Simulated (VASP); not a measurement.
Input of a VASP 6.6.1 run:

INCAR

```
ALGO     = Normal         # electronic algorithm
EDIFF    = 1E-7           # SCF threshold, eV
EDIFFG   = -0.03          # ionic threshold
ENCUT    = 600            # plane-wave cutoff, eV
IBRION   = 2              # ionic algorithm
ISIF     = 3              # what is computed and relaxed
ISMEAR   = 0              # smearing method
LASPH    = True           # aspherical terms in the spheres
LCHARG   = False          # write CHGCAR
LREAL    = False          # projectors in reciprocal space
LWAVE    = False          # write WAVECAR
NELM     = 100            # most SCF steps
NSW      = 80             # ionic steps
PREC     = Accurate       # precision mode
SIGMA    = 0.02           # smearing width, eV
```

The input KPOINTS:

```
k-points
0
Gamma
  8 8 4
```

Contents of POSCAR:

```
Cd
1.0
    2.9788700000      0.0000000000      0.0000000000
   -1.4894350000      2.5797770000      0.0000000000
    0.0000000000      0.0000000000      5.6176500000
Cd
2
Direct
    0.3333333333      0.6666666667      0.2500000000
    0.6666666667      0.3333333333      0.7500000000
```

Potentials or basis: VASP PAW LDA potentials, release 64 (Cd).

The run is started by

```sh
$ cat potpaw_LDA.64/Cd/POTCAR > POTCAR
$ mpirun -np 1 vasp_std > vasp.out
```

Q: What does it give for the relaxed cell?

A: a = 2.967 Å, b = 2.967 Å, c = 5.236 Å, α = 90.00°, β = 90.00°, γ = 120.00°.

Q: Predict the relaxed volume.

A: 19.96 Å³/atom.

Q: What does it give for the space group after relaxing (to 0.05 Å)?

A: P6_3/mmc (No. 194).

The path:
```csv
step,energy change (eV),largest force (eV/Å),pressure (GPa),volume (Å³)
1,0.0000,0.0000,-3.88,43.17
2,-0.0423,0.0000,0.70,39.98
3,-0.0425,0.0000,0.39,40.16
4,-0.0493,0.0000,0.15,40.08
5,-0.0532,0.0000,-0.11,40.03
6,-0.0580,0.0000,-0.18,39.91
7,-0.0580,0.0000,-0.23,39.92
```

LDA usually gives volumes a few per cent too small. Zero-point motion and thermal expansion aren't in these numbers.
